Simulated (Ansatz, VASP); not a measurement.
# One calculation of Fe, two programs

Contents of INCAR:

```
SYSTEM = Fe
PREC = Accurate ; ENCUT = 520
EDIFF = 1E-8 ; ISMEAR = -1
SIGMA = 0.08 ; LREAL = .FALSE.
LASPH = .TRUE. ; NELM = 100
ALGO = Normal ; ISIF = 2
LWAVE = .FALSE. ; LCHARG = .FALSE.
GGA = PE ; LEFG = .TRUE.
NBANDS = 15
```

The input KPOINTS:

```
regular mesh
0
G
  17 17 10
  0 0 0
```

Contents of POSCAR:

```
Fe
1.0
    2.4341575853      0.0000000000      0.0000000000
   -1.2170787927      2.1080423057      0.0000000000
    0.0000000000      0.0000000000      3.8419344700
Fe
2
Direct
    0.3333333333      0.6666666667      0.2500000000
    0.6666666667      0.3333333333      0.7500000000
```

Input for Ansatz:

```yaml
crystal:
  lattice:
    - [2.4341575853, 0.0, 0.0]
    - [-1.2170787927, 2.1080423057, 0.0]
    - [0.0, 0.0, 3.84193447]
  atoms:
    - { symbol: Fe, position: [0.3333333333, 0.6666666667, 0.25] }
    - { symbol: Fe, position: [0.6666666667, 0.3333333333, 0.75] }
kpoints:
  mp_grid: { grid: [17, 17, 10] }
  band_path:
    path:
      - [0.0, 0.0, 0.0]
      - [0.5, 0.0, 0.0]
      - [0.3333333333, 0.3333333333, 0.0]
      - [0.0, 0.0, 0.0]
      - [0.0, 0.0, 0.5]
      - [0.5, 0.0, 0.5]
      - [0.3333333333, 0.3333333333, 0.5]
      - [0.0, 0.0, 0.5]
      - [0.5, 0.0, 0.5]
    npoints: 8
scf:
  occupations: { method: fermi_dirac, width: 0.08 }
hamiltonian:
  xc: pbe
  pseudopotentials: { kind: paw }
output:
  forces: true
  stress: true
  eigenvalues: true
  efg: { contact_densities: true }
  populations: true
  bader: true
  dos: { projected: true, de: 0.2, e_range: [-14, 8] }
```

Alike in both runs: task electric field gradients; functional PBE; k mesh 17 × 17 × 10; occupations fermi-dirac, width 0.08 eV; no spin polarisation.

|  | VASP | Ansatz |
| --- | --- | --- |
| version | VASP 6.6.1 | Ansatz 0.2.0 |
| potentials or method | VASP PAW PBE potentials, release 64 (Fe) | PAW with Ansatz's default frozen-core files, scalar-relativistic |
| plane-wave cutoff (eV) | 520 | 420 |
| valence electrons in the cell | 16 | 32 |

```tsv
	VASP	Ansatz	Ansatz less VASP
pressure (GPa)	10.1	10.9	+0.82
traceless stress, the component that is largest in VASP (GPa)	0.76	0.92	+0.156
size of Vzz on the site where it differs most (V/Å²)	7.8	4.1	-3.75
```

VASP's potentials hold 16 valence electrons a cell and Ansatz's 32, so a difference there can come from the potentials and not from the codes.
